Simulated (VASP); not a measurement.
SiNi (rocksalt type), 2 atoms in the cell. It takes space group Fm-3m (No. 225, cubic). Conventional cell: a = 4.042 Å, b = 4.042 Å, c = 4.042 Å, α = 90.00°, β = 90.00°, γ = 90.00°. Within 2.7 Å of Ni (site symmetry m-3m) lie 6 Si at 2.02 Å. Within 2.7 Å of Si (site symmetry m-3m) lie 6 Ni at 2.02 Å.  This cell differs from its parent crystal: volume scaled by 0.62, to set the pressure.

- Program: VASP 6.6.1
- Task: single point
- Functional: PBE
- Potentials or basis: VASP PAW PBE potentials, release 64 (Ni, Si)
- Cutoff: 520 eV
- k mesh: 17 × 17 × 17
- Occupations: fermi-dirac, width 0.1 eV
- Spin: no spin polarisation
- Dipole correction: no
- Further INCAR settings: ALGO = Normal; EDIFF = 1e-06; NBANDS = 14

Potentials or basis: VASP PAW PBE potentials, release 64 (Ni, Si).

Launch:

```bash
$ cat potpaw_PBE.64/Ni/POTCAR potpaw_PBE.64/Si/POTCAR > POTCAR
$ mpirun -np 1 vasp_std > vasp.out
```

Hardware: 1 thread of AMD EPYC 7R13, on a shared host.

**Question.** How long does it take, and how much memory?

**Answer.** It took 84 s on 1 thread of AMD EPYC 7R13, with other jobs on the host, peak memory 0.14 GiB. Counts: scf iterations 13, k points 165.
